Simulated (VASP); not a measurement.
A run of VASP 6.6.1:

The input INCAR:

```
SYSTEM = MnO
  ALGO = Normal
  EDIFF = 1E-6
  ENCUT = 520
  GGA = CA
  ISIF = 2
  ISMEAR = 1
  ISPIN = 2
  LASPH = .TRUE.
  LCHARG = .FALSE.
  LMAXMIX = 4
  LORBIT = 11
  LREAL = .FALSE.
  LWAVE = .FALSE.
  MAGMOM = 4 4 0 0
  NBANDS = 31
  NELM = 150
  PREC = Accurate
  SIGMA = 0.025
```

KPOINTS

```
k-points
0
G
  8 8 4
  0 0 0
```

File POSCAR:

```
MnO
1.0
    3.3717000000      0.0000000000      0.0000000000
   -1.6858500000      2.9199778539      0.0000000000
    0.0000000000      0.0000000000      5.3855000000
Mn O
2 2
Direct
    0.6666666667      0.3333333333      0.5109600000
    0.3333333333      0.6666666667      0.0109600000
    0.6666666667      0.3333333333      0.8754700000
    0.3333333333      0.6666666667      0.3754700000
```

Potentials or basis: VASP PAW LDA potentials, release 64 (Mn_pv, O).

Launch:

```console
$ cat potpaw_LDA.64/Mn_pv/POTCAR potpaw_LDA.64/O/POTCAR > POTCAR
$ mpirun -np 1 vasp_std > vasp.out
```

Hardware: 1 thread of Intel Xeon 8259CL, with other jobs on the host.

Question: Estimate the wall time of this run.

Answer: It took 98 s on 1 thread of Intel Xeon 8259CL (shared host), peak memory 0.2 GiB. Counts: scf iterations 15, k points 30.
